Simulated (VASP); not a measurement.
Crystal: Mn.

```
Mn
1.0
     4.04933    0.00000    0.00000
    -2.02467    3.50682    0.00000
     0.00000    0.00000    2.48224
Mn
3
Direct
  0.00000 0.00000 0.00000
  0.33333 0.66667 0.50000
  0.66667 0.33333 0.50000
```

This isn't the form of Mn at room conditions, which is a 58-atom cubic cell.

* Program: VASP 6.6.1
* Task: relaxation of cell and atoms
* Functional: PBE
* Potentials or basis: VASP PAW PBE potentials, release 64 (Mn_pv)
* Cutoff: 600 eV
* k mesh: 9 × 9 × 13
* Occupations: fermi-dirac, width 0.1 eV
* Spin: no spin polarisation

At the start: pressure -19.4 GPa; volume 11.75 Å³/atom.

Task: Where does the relaxation end?

Result: Over 9 steps the energy falls by 67.0 meV/atom and the volume is 10.79 Å³/atom (-8.2 %); space group P6/mmm (No. 191, to 0.1 Å) before and after.

The path:
| step | energy change (eV) | largest force (eV/Å) | pressure (GPa) | volume (Å³) |
| --- | --- | --- | --- | --- |
| 1 | 0.0000 | 0.0000 | -19.37 | 35.25 |
| 2 | 0.3021 | 0.0000 | 46.56 | 28.48 |
| 3 | -0.1972 | 0.0000 | -0.51 | 32.41 |
| 4 | -0.1975 | 0.0000 | 0.17 | 32.33 |
| 5 | -0.1974 | 0.0000 | 0.67 | 32.28 |
| 6 | -0.2008 | 0.0000 | 0.46 | 32.31 |
| 7 | -0.2008 | 0.0000 | 0.46 | 32.31 |
| 8 | -0.2008 | 0.0000 | -0.62 | 32.44 |
| 9 | -0.2009 | 0.0000 | 0.01 | 32.37 |

Final structure:
```
Mn
1.0
     3.90634    0.00000    0.00000
    -1.95317    3.38299    0.00000
     0.00000    0.00000    2.44911
Mn
3
Direct
  0.00000 0.00000 0.00000
  0.33333 0.66667 0.50000
  0.66667 0.33333 0.50000
```

Caveat: the highest band is partly filled, so the run has too few bands; the run has no spin polarisation, though such a crystal can be magnetic.
